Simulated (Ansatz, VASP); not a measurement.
# One calculation of InAs5, two programs

Contents of INCAR:

```
ALGO = Normal
EDIFF = 1E-6
ENCUT = 520
GGA = PE
ISIF = 2
ISMEAR = 0
LASPH = True
LCHARG = False
LREAL = False
LWAVE = False
NBANDS = 28
NELM = 60
PREC = Accurate
SIGMA = 0.1
```

KPOINTS

```
k-points
0
Gamma
  3 3 4
```

POSCAR

```
InAs5
1.0
    5.8902094200      0.0000000000      0.0000000000
   -2.9451047100      5.1010709900      0.0000000000
    0.0000000000      0.0000000000      4.9691065900
In As
1 5
Direct
    0.0000000000      0.0000000000      0.0000000000
    0.3333333300      0.6666666700      0.0000000000
    0.6666666700      0.3333333300      0.0000000000
    0.5000000000      0.0000000000      0.5000000000
    0.5000000000      0.5000000000      0.5000000000
    0.0000000000      0.5000000000      0.5000000000
```

Input for Ansatz:

```yaml
crystal:
  lattice:
    - [5.89020942, 0.0, 0.0]
    - [-2.94510471, 5.10107099, 0.0]
    - [0.0, 0.0, 4.96910659]
  atoms:
    - { symbol: In, position: [0.0, 0.0, 0.0] }
    - { symbol: As, position: [0.33333333, 0.66666667, 0.0] }
    - { symbol: As, position: [0.66666667, 0.33333333, 0.0] }
    - { symbol: As, position: [0.5, 0.0, 0.5] }
    - { symbol: As, position: [0.5, 0.5, 0.5] }
    - { symbol: As, position: [0.0, 0.5, 0.5] }
basis:
  ecutwfc: 420
kpoints:
  mp_grid: { grid: [3, 3, 4] }
hamiltonian:
  xc: pbe
scf:
  occupations: { method: gaussian, width: 0.1 }
  lower_state_search: "off"
output:
  forces: true
  stress: true
  eigenvalues: true
```

Change from the starting cell: species swapped into the HoFe5 type (P6/mmm, No. 191).

Alike in both runs: task single point; functional PBE; k mesh 3 × 3 × 4; occupations gaussian, width 0.1 eV; no spin polarisation.

|  | VASP | Ansatz |
| --- | --- | --- |
| version | VASP 6.6.1 | Ansatz 0.2.0 |
| potentials or method | VASP PAW PBE potentials, release 64 (In_d, As), cutoff 520 eV | scalar-relativistic, plane waves, PAW |
| valence electrons in the cell | 38 | 88 |

```csv
,VASP,Ansatz,Ansatz less VASP
gap on the k mesh at the Fermi level (eV),none,none,-
pressure (GPa),-4.0,-4.0,-0.02
"traceless stress, the component that is largest in VASP (GPa)",1.13,1.13,+0.007
```

A gap of «none» marks a metal or a gap that the smearing closes. With one functional, cell and mesh, what is left measures potentials, basis and numerics. VASP's potentials hold 38 valence electrons a cell and Ansatz's 88, so a difference there can come from the potentials and not from the codes.

The k mesh is coarse, so the values compare programs but aren't converged.
